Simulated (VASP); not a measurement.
# W (I4/mmm) in VASP: further runs

W is run at these levels: PBE; tasks: single point.

Program: VASP 6.6.1. These are calculated values, not measurements. Logs are shortened: lines on timing, memory, paths and dates and some standing lists are left out, and cuts for length are marked.

## 1. The cell of the first run

The structure is tetragonal, space group I4/mmm (No. 139). The conventional cell has a = 3.088 Å, b = 3.088 Å, c = 3.279 Å, α = 90.00°, β = 90.00°, γ = 90.00°. W (site symmetry 4/mmm) has 14 W at 2.73 to 3.28 Å within 3.6 Å.

## 2. Single point, PBE (strain -0.030 along x and y, +0.030 along z)

INCAR

```
ALGO = Fast
EDIFF = 1E-6
ENCUT = 520
GGA = PE
ISIF = 2
ISMEAR = 0
LASPH = True
LCHARG = False
LREAL = False
LWAVE = False
NBANDS = 13
NELM = 80
PREC = Accurate
SIGMA = 0.15
```

KPOINTS

```
k-points
0
Gamma
  26 26 26
```

POSCAR

```
W
1.0
   -1.5440259427      1.5440259427      1.6395327021
    1.5440259427     -1.5440259427      1.6395327021
    1.5440259427      1.5440259427     -1.6395327021
W
1
Direct
    0.0000000000      0.0000000000      0.0000000000
```

Potentials or basis: VASP PAW PBE potentials, release 64 (W_sv).

Command:

```sh
$ cat potpaw_PBE.64/W_sv/POTCAR > POTCAR
$ mpirun -np 1 vasp_std > vasp.out
```

OUTCAR:

```text
EDIFF = 1E-6
   ENCUT = 520
   GGA = PE
   ISIF = 2
   ISMEAR = 0
   LASPH = True
   LREAL = False
   NELM = 80
   PREC = Accurate

 ion  position               nearest neighbor table
   1  0.000  0.000  0.000-

  LATTYP: Found a body centered tetragonal cell.
 ALAT       =     3.0880518854
 C/A-ratio  =     1.0618556701

  Lattice vectors:

 A1 = (  -1.5440259427,   1.5440259427,   1.6395327021)
 A2 = (   1.5440259427,  -1.5440259427,   1.6395327021)
 A3 = (   1.5440259427,   1.5440259427,  -1.6395327021)

Analysis of symmetry for initial positions (statically):
=====================================================================
 Subroutine PRICEL returns:
 Original cell was already a primitive cell.

 Routine SETGRP: Setting up the symmetry group for a
 body centered tetragonal supercell.

 Subroutine GETGRP returns: Found 16 space group operations
 (whereof 16 operations were pure point group operations)
 out of a pool of 16 trial point group operations.

The static configuration has the point symmetry D_4h.

Analysis of symmetry for dynamics (positions and initial velocities):
=====================================================================
 Subroutine PRICEL returns:
 Original cell was already a primitive cell.

 Routine SETGRP: Setting up the symmetry group for a
 body centered tetragonal supercell.

 Subroutine GETGRP returns: Found 16 space group operations
 (whereof 16 operations were pure point group operations)
 out of a pool of 16 trial point group operations.

The dynamic configuration has the point symmetry D_4h.

 Subroutine INISYM returns: Found 16 space group operations
 (whereof 16 operations are pure point group operations),
 and found     1 'primitive' translations

----------------------------------------------------------------------------------------

                                     Primitive cell

  volume of cell :      15.6347

  direct lattice vectors                    reciprocal lattice vectors
    -1.544025943  1.544025943  1.639532702     0.000000000  0.323828756  0.304964945
     1.544025943 -1.544025943  1.639532702     0.323828756  0.000000000  0.304964945
     1.544025943  1.544025943 -1.639532702     0.323828756  0.323828756  0.000000000

  length of vectors
     2.730585964  2.730585964  2.730585964     0.444824326  0.444824326  0.457963018

  position of ions in fractional coordinates (direct lattice)
     0.000000000  0.000000000  0.000000000

  ion indices of the primitive-cell ions
   primitive index   ion index
                 1           1

----------------------------------------------------------------------------------------

 KPOINTS: k-points

Automatic generation of k-mesh.
 Grid dimensions read from file:
 generate k-points for:   26   26   26

 Generating k-lattice:

  Cartesian coordinates                     Fractional coordinates (reciprocal lattice)
     0.000000000  0.012454952  0.011729421     0.038461538 -0.000000000  0.000000000
     0.012454952  0.000000000  0.011729421    -0.000000000  0.038461538  0.000000000
     0.012454952  0.012454952  0.000000000     0.000000000  0.000000000  0.038461538

  Length of vectors
     0.017108628  0.017108628  0.017613962

  Shift w.r.t. Gamma in fractional coordinates (k-lattice)
     0.000000000  0.000000000  0.000000000

 Subroutine IBZKPT returns following result:
 ===========================================

 Found   1330 irreducible k-points:

 Following reciprocal coordinates:
            Coordinates               Weight
  0.000000  0.000000  0.000000      1.000000
  0.038462 -0.000000  0.000000      8.000000
  0.076923 -0.000000  0.000000      8.000000
  0.115385 -0.000000  0.000000      8.000000
  0.153846 -0.000000  0.000000      8.000000
  0.192308 -0.000000  0.000000      8.000000
[... 16 lines left out ...]
  0.346154  0.038462  0.000000     16.000000
  0.384615  0.038462  0.000000     16.000000
 [... further k-points ...]
   k-points           NKPTS =   1330   k-points in BZ     NKDIM =   1330   number of bands    NBANDS=     13
   number of dos      NEDOS =    301   number of ions     NIONS =      1
   total plane-waves  NPLWV =   8000
   dimension x,y,z NGX =    20 NGY =   20 NGZ =   20
   dimension x,y,z NGXF=    40 NGYF=   40 NGZF=   40
   ions per type =               1
   NGX,Y,Z   is equivalent  to a cutoff of  12.18, 12.18, 12.18 a.u.
   NGXF,Y,Z  is equivalent  to a cutoff of  24.35, 24.35, 24.35 a.u.
 SYSTEM =  unknown system
   PREC   = accura    normal or accurate (medium, high low for compatibility)
   ISTART =      0    job   : 0-new  1-cont  2-samecut
   ICHARG =      2    charge: 1-file 2-atom 10-const
   ISPIN  =      1    spin polarized calculation?
   LNONCOLLINEAR =      F non collinear calculations
   LSORBIT =      F    spin-orbit coupling
   LASPH  =      T    aspherical Exc in radial PAW
   ENCUT  =  520.0 eV  38.22 Ry    6.18 a.u.   5.08  5.08  5.08*2*pi/ulx,y,z
   NELM   =     80;   NELMIN=  2; NELMDL= -5     # of ELM steps
   EDIFF  = 0.1E-05   stopping-criterion for ELM
   LREAL  =      F    real-space projection
   EDIFFG = 0.1E-04   stopping-criterion for IOM
   NSW    =      0    number of steps for IOM
   IBRION =     -1    ionic relax: 0-MD 1-quasi-New 2-CG
   NFREE  =      0    steps in history (QN), initial steepest desc. (CG)
   ISIF   =      2    stress and relaxation
   ISYM   =      2    0-nonsym 1-usesym 2-fastsym
   POTIM  = 0.5000    time-step for ionic-motion
   TEBEG  =    0.0;   TEEND  =   0.0 temperature during run
   PSTRESS=    0.0 pullay stress
   NELECT =      14.0000    total number of electrons
   NUPDOWN=      -1.0000    fix difference up-down
   EMIN   =  10.00;   EMAX   =-10.00  energy-range for DOS
   EFERMI =   0.00;   METHOD = LEGACY
   ISMEAR =     0;   SIGMA  =   0.15  broadening in eV -4-tet -1-fermi 0-gaus
   EFERMI_NEDOS =   21; number of points for ismear=-14 and -15
   IALGO  =     68    algorithm
   IMIX   =      4    mixing-type and parameters
     AMIX     =   0.40;   BMIX     =  1.00
     AMIX_MAG =   1.60;   BMIX_MAG =  1.00
  volume/ion in A,a.u.               =      15.63       105.51
  Fermi-wavevector in a.u.,A,eV,Ry     =   1.577930  2.981855 33.876647  2.489863
  Thomas-Fermi vector in A             =   2.678538
   LORBIT       =      0    0 simple, 1 ext, 2 COOP (PROOUT), +10 PAW based schemes
   GGA     = PE    functional components
   LHFCALC =     F    Hartree Fock is set to
   AEXX    =    0.0000 exact exchange contribution
   IVDW    =     0    specifies the selected vdW correction
   LEPSILON=     F    determine dielectric tensor
   LRPA    =     F    only Hartree local field effects (RPA)
 non-spin polarized calculation
 RMM-DIIS sequential band-by-band and
 Gauss-broadening in eV      SIGMA  =   0.15
  energy-cutoff  :      520.00
  volume of cell :       15.63
 maximum number of plane-waves:       442
   NGX = 11   NGY = 11   NGZ = 11

 number of electron      14.0000000 magnetization

 Free energy of the ion-electron system (eV)
  ---------------------------------------------------
  ext. energy  EPLUGINS =         0.00000000
  ---------------------------------------------------
  free energy    TOTEN  =       -12.90190631 eV

  energy without entropy =      -12.89640879  energy(sigma->0) =      -12.89915755

 E-fermi :  11.6499     XC(G=0): -13.7186

 val. band max:       11.6420175456   @ k =   0.5000   0.3846   0.0385
 cond. band min:      11.6527876010   @ k =  -0.2692   0.3462   0.2692
 fundamental gap:      0.0107700555
 Fermi energy:        11.6499469403

 k-point     1 :       0.0000    0.0000    0.0000
  band No.  band energies     occupation
      1     -62.5182      2.00000
      2     -26.0709      2.00000
      3     -26.0540      2.00000
      4     -26.0540      2.00000
      5       1.9312      2.00000
      6      10.1740      2.00000
      7      10.1740      2.00000
      8      10.9491      2.00000
      9      13.3729      0.00000
     10      14.4153      0.00000
     11      25.4819      0.00000
     12      26.6192      0.00000
     13      26.6192      0.00000

 k-point     2 :       0.0385   -0.0000    0.0000
  band No.  band energies     occupation
      1     -62.5162      2.00000
      2     -26.0865      2.00000
      3     -26.0602      2.00000
      4     -26.0598      2.00000
      5       2.0033      2.00000
      6      10.1679      2.00000
      7      10.1900      2.00000
      8      10.9589      2.00000
      9      13.3244      0.00000
     10      14.3859      0.00000
     11      25.6149      0.00000
     12      26.7274      0.00000
     13      26.7403      0.00000

 k-point     3 :       0.0769   -0.0000    0.0000
  band No.  band energies     occupation
      1     -62.5103      2.00000
      2     -26.1469      2.00000
      3     -26.0783      2.00000
      4     -26.0619      2.00000
      5       2.2157      2.00000
      6      10.1431      2.00000
      7      10.1943      2.00000
      8      11.0364      2.00000
      9      13.1938      0.00000
     10      14.3166      0.00000
     11      25.9570      0.00000
     12      27.0538      0.00000
     13      27.0983      0.00000

 k-point     4 :       0.1154   -0.0000    0.0000
  band No.  band energies     occupation
      1     -62.5008      2.00000
      2     -26.2456      2.00000
      3     -26.1072      2.00000
      4     -26.0622      2.00000
      5       2.5563      2.00000
      6      10.0831      2.00000
      7      10.1069      2.00000
      8      11.2716      1.99964
      9      13.0293      0.00000
     10      14.2422      0.00000
     11      26.3630      0.00000
     12      27.5760      0.00000
     13      27.6782      0.00000

 k-point     5 :       0.1538   -0.0000    0.0000
  band No.  band energies     occupation
      1     -62.4881      2.00000
      2     -26.3743      2.00000
      3     -26.1451      2.00000
      4     -26.0622      2.00000
      5       3.0035      2.00000
      6       9.9230      2.00000
      7       9.9742      2.00000
      8      11.6827      0.75741
      9      12.9010      0.00000
     10      14.1865      0.00000
     11      26.6653      0.00000
     12      28.1628      0.00000
     13      28.4593      0.00000

 k-point     6 :       0.1923   -0.0000    0.0000
  band No.  band energies     occupation
      1     -62.4732      2.00000
      2     -26.5240      2.00000
      3     -26.1896      2.00000
      4     -26.0620      2.00000
      5       3.5237      2.00000
      6       9.6839      2.00000
      7       9.8298      2.00000
      8      12.2407      0.00000
      9      12.8603      0.00000
     10      14.1617      0.00000
     11      26.6988      0.00000
     12      28.5529      0.00000
     13      29.4179      0.00000

 k-point     7 :       0.2308    0.0000    0.0000
  band No.  band energies     occupation
      1     -62.4568      2.00000
      2     -26.6851      2.00000
      3     -26.2380      2.00000
      4     -26.0618      2.00000
      5       4.0672      2.00000
      6       9.4231      2.00000
      7       9.7055      2.00000
      8      12.9134      0.00000
      9      12.9196      0.00000
     10      14.1763      0.00000
     11      26.3763      0.00000
     12      28.4674      0.00000
     13      30.5300      0.00000
[... 193 lines left out ...]
 k-point    20 :       0.2308    0.0385    0.0000
  band No.  band energies     occupation
      1     -62.4477      2.00000
      2     -26.7679      2.00000
      3     -26.2648      2.00000
      4     -26.0662      2.00000
      5       4.3630      2.00000
      6       9.2881      2.00000
      7       9.6312      2.00000
      8      12.9227      0.00000
      9      13.4002      0.00000
     10      14.2083      0.00000
     11      26.0598      0.00000
     12      28.3002      0.00000
     13      30.8392      0.00000

 k-point    21 :       0.2692    0.0385    0.0000
  band No.  band energies     occupation
      1     -62.4310      2.00000
      2     -26.9251      2.00000
      3     -26.3148      2.00000
      4     -26.0663      2.00000
      5       4.8189      2.00000
      6       9.0449      2.00000
      7       9.6762      2.00000
      8      13.0984      0.00000
      9      14.1391      0.00000
     10      14.3288      0.00000
     11      25.3645      0.00000
     12      27.5578      0.00000
     13      32.0088      0.00000

 k-point    22 :       0.3077    0.0385    0.0000
  band No.  band energies     occupation
      1     -62.4152      2.00000
      2     -27.0708      2.00000
      3     -26.3615      2.00000
      4     -26.0666      2.00000
      5       5.1334      2.00000
      6       8.8222      2.00000
      7       9.9414      2.00000
      8      13.2626      0.00000
      9      14.3257      0.00000
     10      15.1135      0.00000
     11      24.6609      0.00000
     12      26.5298      0.00000
     13      33.0944      0.00000

 k-point    23 :       0.3462    0.0385    0.0000
  band No.  band energies     occupation
      1     -62.4012      2.00000
      2     -27.1972      2.00000
      3     -26.4023      2.00000
      4     -26.0670      2.00000
      5       5.2944      2.00000
      6       8.6319      2.00000
      7      10.4207      2.00000
      8      13.3629      0.00000
      9      14.4936      0.00000
     10      15.9887      0.00000
     11      24.0228      0.00000
     12      25.4475      0.00000
     13      31.8270      0.00000

 k-point    24 :       0.3846    0.0385    0.0000
  band No.  band energies     occupation
      1     -62.3899      2.00000
      2     -27.2980      2.00000
      3     -26.4349      2.00000
      4     -26.0676      2.00000
      5       5.3454      2.00000
      6       8.4823      2.00000
      7      11.0284      2.00000
      8      13.3775      0.00000
      9      14.6906      0.00000
     10      16.8084      0.00000
     11      23.4798      0.00000
     12      24.4827      0.00000
     13      30.5745      0.00000

 [... further k-points ...]
[... 5 lines left out ...]
  --------------------------------------------------------------------------------------
  -------------------------------------------------------------------------------------
  Total        1.7248996      1.7248996     -0.1047772      0.0000000      0.0000000     -0.0000000
  in kB      176.7604688    176.7604688    -10.7371292      0.0000000      0.0000000     -0.0000000
  external PRESSURE =     114.2612695 kB  Pullay stress =       0.0000000 kB

 VOLUME and BASIS-vectors are now :
 -----------------------------------------------------------------------------
  energy-cutoff  :      520.00
  volume of cell :       15.63
      direct lattice vectors                 reciprocal lattice vectors
    -1.544025943  1.544025943  1.639532702     0.000000000  0.323828756  0.304964945
     1.544025943 -1.544025943  1.639532702     0.323828756  0.000000000  0.304964945
     1.544025943  1.544025943 -1.639532702     0.323828756  0.323828756  0.000000000

 POSITION                                       TOTAL-FORCE (eV/Angst)
 -----------------------------------------------------------------------------------
      0.00000      0.00000      0.00000        -0.000000      0.000000      0.000000
 -----------------------------------------------------------------------------------
    total drift:                                0.000000     -0.000000      0.000000

  FREE ENERGIE OF THE ION-ELECTRON SYSTEM (eV)
  ---------------------------------------------------
  free  energy   TOTEN  =       -12.9019063142 eV

  energy  without entropy=      -12.8964087894  energy(sigma->0) =      -12.89915755
```

It took 3.5 min on 1 thread of Intel Xeon Platinum 8259CL at 2.50GHz (Skylake/Cascade Lake), shared host; peak memory 0.34 GiB.

What came out:

```
Free energy            : -12.9019 eV
Pressure               : 11.4 GPa
Band gap on the k mesh : zero (band 7 reaches 16.75 eV, above the bottom of band 8 at 10.74 eV)
```

Stress tensor (GPa, compression positive):
```
17.68  0.00  0.00
 0.00 17.68  0.00
 0.00  0.00 -1.07
```

Caveat: the cell differs from its parent crystal (strain -0.030 along x and y, +0.030 along z); spin-orbit coupling is left out, which moves the levels of the heavy elements.

## 3. Single point, PBE (strain +0.000 along x and y, -0.030 along z)

INCAR

```
SYSTEM = W
PREC = Accurate ; ENCUT = 520
EDIFF = 1E-7 ; ISMEAR = 0
SIGMA = 0.15 ; LREAL = .FALSE.
LASPH = .TRUE. ; NELM = 60
ALGO = Fast ; ISIF = 2
LWAVE = .FALSE. ; LCHARG = .TRUE.
GGA = PE ; LELF = .TRUE.
LVHAR = .TRUE. ; NBANDS = 13
```

KPOINTS

```
Automatic mesh
0
G
  26 26 26
  0 0 0
```

POSCAR

```
W
1.0
   -1.5917793224      1.5917793224      1.5440259427
    1.5917793224     -1.5917793224      1.5440259427
    1.5917793224      1.5917793224     -1.5440259427
W
1
Direct
    0.0000000000      0.0000000000      0.0000000000
```

Potentials or basis: VASP PAW PBE potentials, release 64 (W_sv).

Command:

```sh
$ cat potpaw_PBE.64/W_sv/POTCAR > POTCAR
$ mpirun -np 1 vasp_std > vasp.out
```

It took 3.6 min on 1 thread of Intel Xeon Platinum 8259CL at 2.50GHz (Skylake/Cascade Lake), shared host; peak memory 0.34 GiB.

Results (log left out):

- Free energy: -12.9306 eV
- Pressure: 10.6 GPa
- Band gap on the k mesh: zero (band 7 reaches 16.85 eV, above the bottom of band 8 at 10.42 eV)

Stress tensor (GPa, compression positive):
```
 7.17  0.00  0.00
 0.00  7.17  0.00
 0.00  0.00 17.54
```

Levels at points of the mesh, in eV from the Fermi level:
```
           k point  band 3  band 4  band 5  band 6  band 7  band 8  band 9  band 10  band 11  band 12
(0.00, 0.00, 0.00)  -37.73  -37.71   -9.72   -1.53   -1.11   -1.11    1.98     2.55    14.34    14.34
(0.50, 0.00, 0.00)  -38.17  -37.74   -6.37   -3.78    0.80    2.28    3.36     6.27    11.36    11.47
(0.50, 0.50, 0.00)  -38.12  -37.71   -6.38   -3.35    0.55    1.81    2.99     6.19    11.12    11.61
(0.50, 0.50, 0.50)  -38.69  -38.60   -5.99   -5.91    5.21    5.21    5.34     8.06     8.06     8.90
```

Caveat: the cell differs from its parent crystal (strain +0.000 along x and y, -0.030 along z); spin-orbit coupling is left out, which moves the levels of the heavy elements.
